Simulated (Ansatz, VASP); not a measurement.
**P in VASP and in Ansatz**

POSCAR

```
P
1.0
    2.4373467002      0.0000000000      0.0000000000
    0.0000000000      2.4373467002      0.0000000000
    0.0000000000      0.0000000000      2.4373467002
P
1
Direct
    0.0000000000      0.0000000000      0.0000000000
```

Contents of INCAR.step1:

```
SYSTEM = P
PREC = Accurate ; ENCUT = 520
ISMEAR = 0 ; SIGMA = 0.1
LREAL = .FALSE. ; LASPH = .TRUE.
NELM = 100 ; NBANDS = 8
GGA = PE ; ALGO = Normal
EDIFF = 1E-4 ; LWAVE = .TRUE.
LCHARG = .FALSE.
```

File INCAR.step2:

```
SYSTEM = P
PREC = Accurate ; ENCUT = 520
EDIFF = 1E-7 ; ISMEAR = 0
SIGMA = 0.1 ; LREAL = .FALSE.
LASPH = .TRUE. ; NELM = 100
ALGO = Normal ; ISIF = 2
LWAVE = .FALSE. ; LCHARG = .FALSE.
METAGGA = R2SCAN ; LMIXTAU = .TRUE.
NBANDS = 8 ; ISTART = 1
```

File KPOINTS:

```
Automatic mesh
0
G
  22 22 22
  0 0 0
```

Input for Ansatz:

```yaml
crystal:
  lattice:
    - [2.4373466997, 0.0, 0.0]
    - [0.0, 2.4373466997, 0.0]
    - [0.0, 0.0, 2.4373466997]
  atoms:
    - { symbol: P, position: [0.0, 0.0, 0.0] }
basis:
  ecutwfc: 500
kpoints:
  mp_grid: { grid: [22, 22, 22] }
hamiltonian:
  xc: r2scan
scf:
  occupations: { method: gaussian, width: 0.1 }
output:
  forces: true
  stress: true
  eigenvalues: true
```

Alike in both runs: task single point; functional r2SCAN; k mesh 22 × 22 × 22; occupations gaussian, width 0.1 eV; no spin polarisation.

|  | VASP | Ansatz |
| --- | --- | --- |
| version | VASP 6.6.1 | Ansatz 0.2.0 |
| potentials or method | VASP PAW PBE potentials, release 64 (P), cutoff 520 eV | scalar-relativistic, plane waves, PAW |
| valence electrons in the cell | 5 | 5 |

```tsv
	VASP	Ansatz	Ansatz less VASP
gap on the k mesh at the Fermi level (eV)	none	none	-
pressure (GPa)	-0.7	-0.2	+0.49
```

VASP's potentials were made for PBE, not for r2SCAN. A gap of «none» marks a metal or a gap that the smearing closes. With one functional, cell and mesh, what is left measures potentials, basis and numerics.
